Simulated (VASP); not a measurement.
# Ba in VASP: a series of runs

The runs below take Ba through single point, with PBEsol.

Everything below comes from runs of VASP 6.6.1. Logs are shortened: lines on timing, memory, paths and dates and some standing lists are left out, and cuts for length are marked.

## (1) The cell of the first run

The structure is orthorhombic, space group Cmcm (No. 63). Conventional cell: a = 7.196 Å, b = 5.138 Å, c = 7.486 Å, α = 90.00°, β = 90.00°, γ = 90.00°. Within 5.8 Å of Ba (site symmetry m2m) lie 14 Ba at 4.39 to 5.20 Å.

## (2) Single point, PBEsol (strained and its atoms moved)

Contents of INCAR:

```
ALGO = Fast
EDIFF = 1E-6
ENCUT = 520
GGA = PS
ISIF = 2
ISMEAR = 0
LASPH = T
LCHARG = T
LELF = T
LREAL = F
LVHAR = T
LWAVE = F
NBANDS = 17
NELM = 80
PREC = Accurate
SIGMA = 0.1
```

Contents of KPOINTS:

```
k-points
0
Gamma
  10 10 6
```

Contents of POSCAR:

```
Ba
1.0
    3.5979156631     -2.5691299928      0.0000000000
    3.5979156631      2.5691299928      0.0000000000
    0.0000000000      0.0000000000      7.4864907428
Ba
2
Direct
    0.7765724816      0.2234275184      0.2500000000
    0.2234275184      0.7765724816      0.7500000000
```

Potentials or basis: VASP PAW PBE potentials, release 64 (Ba_sv).

On the command line:

```sh
$ cat potpaw_PBE.64/Ba_sv/POTCAR > POTCAR
$ mpirun -np 1 vasp_std > vasp.out
```

OUTCAR:

```text
EDIFF = 1E-6
   ENCUT = 520
   GGA = PS
   ISIF = 2
   ISMEAR = 0
   LASPH = T
   LREAL = F
   NELM = 80
   PREC = Accurate

 ion  position               nearest neighbor table
   1  0.777  0.223  0.250-   2 4.39   2 4.39   2 4.70   2 4.70
   2  0.223  0.777  0.750-   1 4.39   1 4.39   1 4.70   1 4.70

  LATTYP: Found a base centered orthorhombic cell.
 ALAT       =     5.1382599856
 B/A-ratio  =     1.4004412673
 C/A-ratio  =     1.4570089415

  Lattice vectors:

 A1 = (  -3.5979156631,  -2.5691299928,   0.0000000000)
 A2 = (   3.5979156631,  -2.5691299928,   0.0000000000)
 A3 = (   0.0000000000,   0.0000000000,   7.4864907428)

Analysis of symmetry for initial positions (statically):
=====================================================================
 Subroutine PRICEL returns:
 Original cell was already a primitive cell.

 Routine SETGRP: Setting up the symmetry group for a
 base centered orthorhombic supercell.

 Subroutine GETGRP returns: Found  8 space group operations
 (whereof  4 operations were pure point group operations)
 out of a pool of  8 trial point group operations.

The static configuration has the point symmetry C_2h.
 The point group associated with its full space group is D_2h.

Analysis of symmetry for dynamics (positions and initial velocities):
=====================================================================
 Subroutine PRICEL returns:
 Original cell was already a primitive cell.

 Routine SETGRP: Setting up the symmetry group for a
 base centered orthorhombic supercell.

 Subroutine GETGRP returns: Found  8 space group operations
 (whereof  4 operations were pure point group operations)
 out of a pool of  8 trial point group operations.

The dynamic configuration has the point symmetry C_2h.
 The point group associated with its full space group is D_2h.

 Subroutine INISYM returns: Found  8 space group operations
 (whereof  4 operations are pure point group operations),
 and found     1 'primitive' translations

----------------------------------------------------------------------------------------

                                     Primitive cell

  volume of cell :     138.4029

  direct lattice vectors                    reciprocal lattice vectors
     3.597915663 -2.569129993  0.000000000     0.138969350 -0.194618412  0.000000000
     3.597915663  2.569129993  0.000000000     0.138969350  0.194618412  0.000000000
     0.000000000  0.000000000  7.486490743     0.000000000  0.000000000  0.133573931

  length of vectors
     4.421020927  4.421020927  7.486490743     0.239141813  0.239141813  0.133573931

  position of ions in fractional coordinates (direct lattice)
     0.776572482  0.223427518  0.250000000
     0.223427518  0.776572482  0.750000000

  ion indices of the primitive-cell ions
   primitive index   ion index
                 1           1
                 2           2

----------------------------------------------------------------------------------------

 KPOINTS: k-points

Automatic generation of k-mesh.
 Grid dimensions read from file:
 generate k-points for:   10   10    6

 Generating k-lattice:

  Cartesian coordinates                     Fractional coordinates (reciprocal lattice)
     0.013896935 -0.019461841  0.000000000     0.100000000  0.000000000  0.000000000
     0.013896935  0.019461841  0.000000000     0.000000000  0.100000000  0.000000000
     0.000000000  0.000000000  0.022262322     0.000000000  0.000000000  0.166666667

  Length of vectors
     0.023914181  0.023914181  0.022262322

  Shift w.r.t. Gamma in fractional coordinates (k-lattice)
     0.000000000  0.000000000  0.000000000

 Subroutine IBZKPT returns following result:
 ===========================================

 Found    124 irreducible k-points:

 Following reciprocal coordinates:
            Coordinates               Weight
  0.000000  0.000000  0.000000      1.000000
  0.100000  0.000000  0.000000      4.000000
  0.200000  0.000000  0.000000      4.000000
  0.300000  0.000000  0.000000      4.000000
  0.400000  0.000000  0.000000      4.000000
  0.500000  0.000000  0.000000      2.000000
[... 16 lines left out ...]
  0.300000  0.300000  0.000000      2.000000
  0.400000  0.300000  0.000000      4.000000
 [... further k-points ...]
   k-points           NKPTS =    124   k-points in BZ     NKDIM =    124   number of bands    NBANDS=     17
   number of dos      NEDOS =    301   number of ions     NIONS =      2
   total plane-waves  NPLWV =  72576
   dimension x,y,z NGX =    36 NGY =   36 NGZ =   56
   dimension x,y,z NGXF=    72 NGYF=   72 NGZF=  112
   ions per type =               2
   NGX,Y,Z   is equivalent  to a cutoff of  13.54, 13.54, 12.44 a.u.
   NGXF,Y,Z  is equivalent  to a cutoff of  27.07, 27.07, 24.87 a.u.
 SYSTEM =  unknown system
   PREC   = accura    normal or accurate (medium, high low for compatibility)
   ISTART =      0    job   : 0-new  1-cont  2-samecut
   ICHARG =      2    charge: 1-file 2-atom 10-const
   ISPIN  =      1    spin polarized calculation?
   LNONCOLLINEAR =      F non collinear calculations
   LSORBIT =      F    spin-orbit coupling
   LASPH  =      T    aspherical Exc in radial PAW
   ENCUT  =  520.0 eV  38.22 Ry    6.18 a.u.   8.22  8.22 13.92*2*pi/ulx,y,z
   NELM   =     80;   NELMIN=  2; NELMDL= -5     # of ELM steps
   EDIFF  = 0.1E-05   stopping-criterion for ELM
   LREAL  =      F    real-space projection
   EDIFFG = 0.1E-04   stopping-criterion for IOM
   NSW    =      0    number of steps for IOM
   IBRION =     -1    ionic relax: 0-MD 1-quasi-New 2-CG
   NFREE  =      0    steps in history (QN), initial steepest desc. (CG)
   ISIF   =      2    stress and relaxation
   ISYM   =      2    0-nonsym 1-usesym 2-fastsym
   POTIM  = 0.5000    time-step for ionic-motion
   TEBEG  =    0.0;   TEEND  =   0.0 temperature during run
   PSTRESS=    0.0 pullay stress
   NELECT =      20.0000    total number of electrons
   NUPDOWN=      -1.0000    fix difference up-down
   EMIN   =  10.00;   EMAX   =-10.00  energy-range for DOS
   EFERMI =   0.00;   METHOD = LEGACY
   ISMEAR =     0;   SIGMA  =   0.10  broadening in eV -4-tet -1-fermi 0-gaus
   EFERMI_NEDOS =   21; number of points for ismear=-14 and -15
   IALGO  =     68    algorithm
   IMIX   =      4    mixing-type and parameters
     AMIX     =   0.40;   BMIX     =  1.00
     AMIX_MAG =   1.60;   BMIX_MAG =  1.00
  volume/ion in A,a.u.               =      69.20       466.99
  Fermi-wavevector in a.u.,A,eV,Ry     =   0.859085  1.623436 10.041479  0.738028
  Thomas-Fermi vector in A             =   1.976387
   LORBIT       =      0    0 simple, 1 ext, 2 COOP (PROOUT), +10 PAW based schemes
   GGA     = PS    functional components
   LHFCALC =     F    Hartree Fock is set to
   AEXX    =    0.0000 exact exchange contribution
   IVDW    =     0    specifies the selected vdW correction
   LEPSILON=     F    determine dielectric tensor
   LRPA    =     F    only Hartree local field effects (RPA)
 non-spin polarized calculation
 RMM-DIIS sequential band-by-band and
 Gauss-broadening in eV      SIGMA  =   0.10
  energy-cutoff  :      520.00
  volume of cell :      138.40
 maximum number of plane-waves:      3768
 NGX is ok and might be reduce to    36
   NGX = 17   NGY = 17   NGZ = 27

 number of electron      19.9999999 magnetization

 Free energy of the ion-electron system (eV)
  ---------------------------------------------------
  ext. energy  EPLUGINS =         0.00000000
  ---------------------------------------------------
  free energy    TOTEN  =        -4.18623890 eV

  energy without entropy =       -4.17378414  energy(sigma->0) =       -4.18001152

 E-fermi :   1.2368     XC(G=0):  -7.2069

 val. band max:        1.2365526817   @ k =  -0.4000   0.3000   0.5000
 cond. band min:       1.2470181534   @ k =  -0.4000   0.4000   0.3333
 fundamental gap:      0.0104654717
 Fermi energy:         1.2368300922

 k-point     1 :       0.0000    0.0000    0.0000
  band No.  band energies     occupation
      1     -27.7943      2.00000
      2     -27.7682      2.00000
      3     -13.1043      2.00000
      4     -12.8569      2.00000
      5     -12.7740      2.00000
      6     -12.7671      2.00000
[... 9 lines left out ...]
     16       4.2340      0.00000
     17       4.2956      0.00000

 k-point     2 :       0.1000    0.0000    0.0000
  band No.  band energies     occupation
      1     -27.7921      2.00000
      2     -27.7671      2.00000
      3     -13.0942      2.00000
      4     -12.8693      2.00000
      5     -12.7927      2.00000
      6     -12.7781      2.00000
[... 9 lines left out ...]
     16       4.1403      0.00000
     17       4.1868      0.00000

 k-point     3 :       0.2000    0.0000    0.0000
  band No.  band energies     occupation
      1     -27.7864      2.00000
      2     -27.7645      2.00000
      3     -13.0659      2.00000
      4     -12.9168      2.00000
      5     -12.8681      2.00000
      6     -12.7912      2.00000
[... 9 lines left out ...]
     16       3.9198      0.00000
     17       4.2223      0.00000

 k-point     4 :       0.3000    0.0000    0.0000
  band No.  band energies     occupation
      1     -27.7789      2.00000
      2     -27.7616      2.00000
      3     -13.0254      2.00000
      4     -12.9892      2.00000
      5     -12.9600      2.00000
      6     -12.8118      2.00000
[... 9 lines left out ...]
     16       3.9679      0.00000
     17       4.5534      0.00000
[... 343 lines left out ...]
      1     -27.7762      2.00000
      2     -27.7623      2.00000
      3     -13.0027      2.00000
      4     -12.9287      2.00000
      5     -12.9073      2.00000
      6     -12.8868      2.00000
[... 9 lines left out ...]
     16       3.4946      0.00000
     17       4.7403      0.00000

 k-point    23 :       0.3000    0.3000    0.0000
  band No.  band energies     occupation
      1     -27.7727      2.00000
      2     -27.7508      2.00000
      3     -13.0345      2.00000
      4     -13.0058      2.00000
      5     -12.9530      2.00000
      6     -12.9442      2.00000
[... 9 lines left out ...]
     16       3.9107      0.00000
     17       4.2702      0.00000

 k-point    24 :       0.4000    0.3000    0.0000
  band No.  band energies     occupation
      1     -27.7679      2.00000
      2     -27.7478      2.00000
      3     -13.0562      2.00000
      4     -13.0142      2.00000
      5     -13.0098      2.00000
      6     -12.9427      2.00000
[... 9 lines left out ...]
     16       4.3562      0.00000
     17       4.4574      0.00000

 [... further k-points ...]
[... 5 lines left out ...]
  --------------------------------------------------------------------------------------
  -------------------------------------------------------------------------------------
  Total       -0.7936537     -1.0639501     -1.3083054      0.0000000      0.0000000      0.0000000
  in kB       -9.1874778    -12.3164771    -15.1451776      0.0000000      0.0000000      0.0000000
  external PRESSURE =     -12.2163775 kB  Pullay stress =       0.0000000 kB

 VOLUME and BASIS-vectors are now :
 -----------------------------------------------------------------------------
  energy-cutoff  :      520.00
  volume of cell :      138.40
      direct lattice vectors                 reciprocal lattice vectors
     3.597915663 -2.569129993  0.000000000     0.138969350 -0.194618412  0.000000000
     3.597915663  2.569129993  0.000000000     0.138969350  0.194618412  0.000000000
     0.000000000  0.000000000  7.486490743     0.000000000  0.000000000  0.133573931

 POSITION                                       TOTAL-FORCE (eV/Angst)
 -----------------------------------------------------------------------------------
      3.59792     -1.42110      1.87162         0.000000      0.154616      0.000000
      3.59792      1.42110      5.61487         0.000000     -0.154616     -0.000000
 -----------------------------------------------------------------------------------
    total drift:                               -0.000000      0.000000     -0.000000

  FREE ENERGIE OF THE ION-ELECTRON SYSTEM (eV)
  ---------------------------------------------------
  free  energy   TOTEN  =        -4.1862389020 eV

  energy  without entropy=       -4.1737841449  energy(sigma->0) =       -4.18001152
```

It took 2 min on 1 thread of Intel Xeon 6975P-C (Granite Rapids), shared host; peak memory 0.42 GiB.

What came out:

```yaml
Free_energy: -4.1862 eV
Pressure: -1.2 GPa
Largest_force: 0.155 eV/Å
Band_gap_on_the_k_mesh: zero (bands 10 and 11 overlap by 0.75 eV)
```

Forces on the atoms (eV/Å):
```
Ba   0.000  0.155  0.000
Ba   0.000 -0.155  0.000
```

Stress tensor (GPa, compression positive):
```
-0.92  0.00  0.00
 0.00 -1.23  0.00
 0.00  0.00 -1.51
```

Caveat: the cell differs from its parent crystal (strained and its atoms moved); the PAW data sets were made with another functional, which shifts forces and pressure a little; spin-orbit coupling is left out, which moves the levels of the heavy elements.

## (3) Single point, PBEsol (strained and its atoms moved)

Contents of INCAR:

```
ALGO     = Fast           # electronic algorithm
EDIFF    = 1E-7           # SCF threshold, eV
ENCUT    = 520            # plane-wave cutoff, eV
GGA      = PS             # functional
ISIF     = 2              # what is computed and relaxed
ISMEAR   = 0              # smearing method
LASPH    = True           # aspherical terms in the spheres
LCHARG   = False          # write CHGCAR
LREAL    = False          # projectors in reciprocal space
LWAVE    = False          # write WAVECAR
NBANDS   = 17             # bands
NELM     = 100            # most SCF steps
PREC     = Accurate       # precision mode
SIGMA    = 0.1            # smearing width, eV
```

KPOINTS is that of step 2.

Contents of POSCAR:

```
Ba
1.0
    3.6780840527     -2.6051468923      0.0359177373
    3.6780840527      2.6051468923      0.0359177373
    0.0719004518      0.0000000000      7.4622602905
Ba
2
Direct
    0.7269082956      0.2730917044      0.2500000000
    0.2730917044      0.7269082956      0.7500000000
```

Potentials or basis: VASP PAW PBE potentials, release 64 (Ba_sv).

On the command line:

```sh
$ cat potpaw_PBE.64/Ba_sv/POTCAR > POTCAR
$ mpirun -np 1 vasp_std > vasp.out
```

It took 3.3 min on 1 thread of Intel Xeon 6975P-C (Granite Rapids), shared host; peak memory 0.5 GiB.

It converged, with:

| Item | Value |
| --- | --- |
| Free energy | -4.1581 eV |
| Pressure | -1.4 GPa |
| Largest force | 0.142 eV/Å |
| Band gap on the k mesh | zero (bands 10 and 11 overlap by 0.70 eV) |

Forces on the atoms (eV/Å):
```
Ba   0.000 -0.142  0.000
Ba   0.000  0.142  0.000
```

Stress tensor (GPa, compression positive):
```
-1.29  0.00 -0.03
 0.00 -1.41  0.00
-0.03  0.00 -1.45
```

Levels at points of the mesh, in eV from the Fermi level:
| k point | band 6 | band 7 | band 8 | band 9 | band 10 | band 11 | band 12 | band 13 | band 14 | band 15 |
| --- | --- | --- | --- | --- | --- | --- | --- | --- | --- | --- |
| (0.00, 0.00, 0.00) | -14.08 | -14.07 | -14.07 | -2.68 | -0.84 | 0.71 | 0.88 | 1.59 | 1.62 | 1.77 |
| (0.50, 0.00, 0.00) | -14.16 | -14.11 | -14.11 | -0.59 | -0.42 | 0.29 | 0.58 | 0.77 | 0.77 | 2.72 |
| (0.50, 0.50, 0.00) | -14.29 | -14.18 | -14.08 | -0.81 | -0.39 | -0.35 | 0.75 | 0.96 | 2.62 | 3.33 |
| (0.00, 0.00, 0.50) | -14.12 | -14.07 | -14.07 | -1.79 | -1.79 | 1.02 | 1.02 | 1.09 | 1.09 | 2.68 |
| (0.50, 0.00, 0.50) | -14.18 | -14.08 | -14.08 | -0.83 | -0.81 | 0.59 | 0.69 | 0.93 | 0.99 | 2.79 |
| (0.50, 0.50, 0.50) | -14.25 | -14.17 | -14.17 | -0.19 | -0.19 | 0.17 | 0.17 | 1.42 | 1.42 | 1.97 |

Caveat: the cell differs from its parent crystal (strained and its atoms moved); the PAW data sets were made with another functional, which shifts forces and pressure a little; spin-orbit coupling is left out, which moves the levels of the heavy elements.
